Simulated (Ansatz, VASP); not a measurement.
Al in VASP and in Ansatz

Contents of POSCAR:

```
Al
1.0
    0.0000000000      2.0248050000      2.0248050000
    2.0248050000      0.0000000000      2.0248050000
    2.0248050000      2.0248050000      0.0000000000
Al
1
Direct
    0.0000000000      0.0000000000      0.0000000000
```

INCAR.step1

```
PREC     = Accurate       # precision mode
ENCUT    = 600            # plane-wave cutoff, eV
ISMEAR   = 0              # smearing method
SIGMA    = 0.1            # smearing width, eV
LREAL    = F              # projectors in reciprocal space
LASPH    = T              # aspherical terms in the spheres
NELM     = 60             # most SCF steps
GGA      = PE             # functional
ALGO     = Normal         # electronic algorithm
EDIFF    = 1E-4           # SCF threshold, eV
LWAVE    = T              # write WAVECAR
LCHARG   = F              # write CHGCAR
```

Contents of INCAR.step2:

```
PREC     = Accurate       # precision mode
ENCUT    = 600            # plane-wave cutoff, eV
EDIFF    = 1E-6           # SCF threshold, eV
ISMEAR   = 0              # smearing method
SIGMA    = 0.1            # smearing width, eV
LREAL    = F              # projectors in reciprocal space
LASPH    = T              # aspherical terms in the spheres
NELM     = 60             # most SCF steps
ALGO     = Normal         # electronic algorithm
ISIF     = 3              # what is computed and relaxed
LWAVE    = F              # write WAVECAR
LCHARG   = F              # write CHGCAR
METAGGA  = R2SCAN         # meta-GGA
LMIXTAU  = T            
IBRION   = 2              # ionic algorithm
NSW      = 100            # ionic steps
EDIFFG   = -0.005         # ionic threshold
ISTART   = 1
```

File KPOINTS:

```
regular mesh
0
Gamma
  18 18 18
```

Input for Ansatz:

```yaml
crystal:
  lattice:
    - [0.0, 2.024805, 2.024805]
    - [2.024805, 0.0, 2.024805]
    - [2.024805, 2.024805, 0.0]
  atoms:
    - { symbol: Al, position: [0.0, 0.0, 0.0] }
basis:
  ecutwfc: 500
kpoints:
  mp_grid: { grid: [18, 18, 18] }
hamiltonian:
  xc: r2scan
scf:
  occupations: { method: gaussian, width: 0.1 }
output:
  forces: true
  stress: true
  eigenvalues: true
relax:
  adjacent_minimum: "off"
  f_tol: 0.005
  max_steps: 80
  cell: { stress_tol: 0.05 }
```

Alike in both runs: task relaxation of cell and atoms; functional r2SCAN; k mesh 18 × 18 × 18; occupations gaussian, width 0.1 eV; no spin polarisation.

|  | VASP | Ansatz |
| --- | --- | --- |
| version | VASP 6.6.1 | Ansatz 0.2.0 |
| potentials or method | VASP PAW PBE potentials, release 64 (Al), cutoff 600 eV | scalar-relativistic, plane waves, PAW |
| valence electrons in the cell | 3 | 3 |

VASP gave:

- gap on the k mesh at the Fermi level, each at its own relaxed structure (eV): none
- relaxed volume (Å³/atom): 15.84
- relaxed cell length with the largest relative difference (Å): 2.819

Problem. Estimate Ansatz's values.

Solution. gap on the k mesh at the Fermi level, each at its own relaxed structure (eV): none; relaxed volume (Å³/atom): 15.90; relaxed cell length with the largest relative difference (Å): 2.823.

VASP's potentials were made for PBE, not for r2SCAN. A gap of «none» marks a metal or a gap that the smearing closes.
